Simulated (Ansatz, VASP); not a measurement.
Rb: VASP beside Ansatz

```
Rb
1.0
    -2.71675    2.71675    2.71675
     2.71675   -2.71675    2.71675
     2.71675    2.71675   -2.71675
Rb
1
Direct
  0.00000 0.00000 0.00000
```

Alike in both runs: task single point; functional PBE; k mesh 10 × 10 × 10; occupations gaussian, width 0.1 eV; no spin polarisation.

|  | VASP | Ansatz |
| --- | --- | --- |
| version | VASP 6.6.1 | Ansatz 0.2.0 |
| potentials or method | VASP PAW PBE potentials, release 64 (Rb_sv), cutoff 520 eV | scalar-relativistic, plane waves, PAW |
| valence electrons in the cell | 9 | 9 |

|  | VASP | Ansatz | Ansatz less VASP |
| --- | --- | --- | --- |
| gap on the k mesh at the Fermi level (eV) | none | none | - |
| pressure (GPa) | 0.5 | 0.5 | 0.00 |

A gap of «none» marks a metal or a gap that the smearing closes. The functional is the same, so the differences come from potentials, cutoffs and numerics.
